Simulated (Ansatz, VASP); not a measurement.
**One calculation of AlRu, two programs**

Contents of INCAR:

```
SYSTEM = AlRu
PREC = Accurate
ENCUT = 520
EDIFF = 1E-7
ISMEAR = 0
SIGMA = 0.15
LREAL = .FALSE.
LASPH = .TRUE.
NELM = 60
ALGO = Fast
ISIF = 2
LWAVE = .FALSE.
LCHARG = .TRUE.
GGA = CA
LELF = .TRUE.
LVHAR = .TRUE.
NBANDS = 44
```

KPOINTS

```
regular mesh
0
G
  8 8 8
  0 0 0
```

File POSCAR:

```
AlRu
1.0
   -2.9210809733      2.8523753461      3.0563927058
    2.6969025749     -2.9484509814      2.9282899428
    3.0806062383      3.1079762464     -3.1524683411
Al Ru
4 4
Direct
    0.4975529146      0.5013070872      0.0018742126
   -0.0003711310     -0.0024987502     -0.0020257031
   -0.0010039809      0.5018068041      0.4993570690
    0.4978082942     -0.0033772071      0.4977664847
    0.4996853031      0.5010411471      0.4989524120
    0.0027514030     -0.0032118456      0.4982512922
    0.0035851301      0.5048777075      0.0036049388
    0.4999920671      0.0000550571      0.0022192939
```

Input for Ansatz:

```yaml
crystal:
  lattice:
    - [-2.9210809733, 2.8523753461, 3.0563927058]
    - [2.6969025749, -2.9484509814, 2.9282899428]
    - [3.0806062383, 3.1079762464, -3.1524683411]
  atoms:
    - { symbol: Al, position: [0.4975529146, 0.5013070872, 0.0018742126] }
    - { symbol: Al, position: [-0.000371131, -0.0024987502, -0.0020257031] }
    - { symbol: Al, position: [-0.0010039809, 0.5018068041, 0.499357069] }
    - { symbol: Al, position: [0.4978082942, -0.0033772071, 0.4977664847] }
    - { symbol: Ru, position: [0.4996853031, 0.5010411471, 0.498952412] }
    - { symbol: Ru, position: [0.002751403, -0.0032118456, 0.4982512922] }
    - { symbol: Ru, position: [0.0035851301, 0.5048777075, 0.0036049388] }
    - { symbol: Ru, position: [0.4999920671, 5.50571e-05, 0.0022192939] }
basis:
  ecutwfc: 420
kpoints:
  mp_grid: { grid: [8, 8, 8] }
hamiltonian:
  xc: lda
scf:
  occupations: { method: gaussian, width: 0.15 }
output:
  forces: true
  stress: true
  eigenvalues: true
```

Change from the starting cell: cell sheared at random, sigma 0.06, atoms nudged by 0.01 Å.

Alike in both runs: task single point; functional LDA; k mesh 8 × 8 × 8; occupations gaussian, width 0.15 eV; no spin polarisation.

|  | VASP | Ansatz |
| --- | --- | --- |
| version | VASP 6.6.1 | Ansatz 0.2.0 |
| potentials or method | VASP PAW LDA potentials, release 64 (Al, Ru_pv), cutoff 520 eV | scalar-relativistic, plane waves, PAW |
| valence electrons in the cell | 68 | 76 |

VASP gave:

```
gap on the k mesh at the Fermi level (eV)                     : none
pressure (GPa)                                                : 3.0
traceless stress, the component that is largest in VASP (GPa) : 9.86
rms of the force components (eV/Å)                            : 0.215
```

Question: Estimate Ansatz's values.

Answer: gap on the k mesh at the Fermi level (eV): none; pressure (GPa): 2.4; traceless stress, the component that is largest in VASP (GPa): 9.81; rms of the force components (eV/Å): 0.211.

LDA's correlation is that of Perdew and Zunger in VASP and of Perdew and Wang (1992) in Ansatz. Atom by atom the forces differ by 0.004 eV/Å (rms over components). A gap of «none» marks a metal or a gap that the smearing closes. VASP's potentials hold 68 valence electrons a cell and Ansatz's 76, so a difference there can come from the potentials and not from the codes.
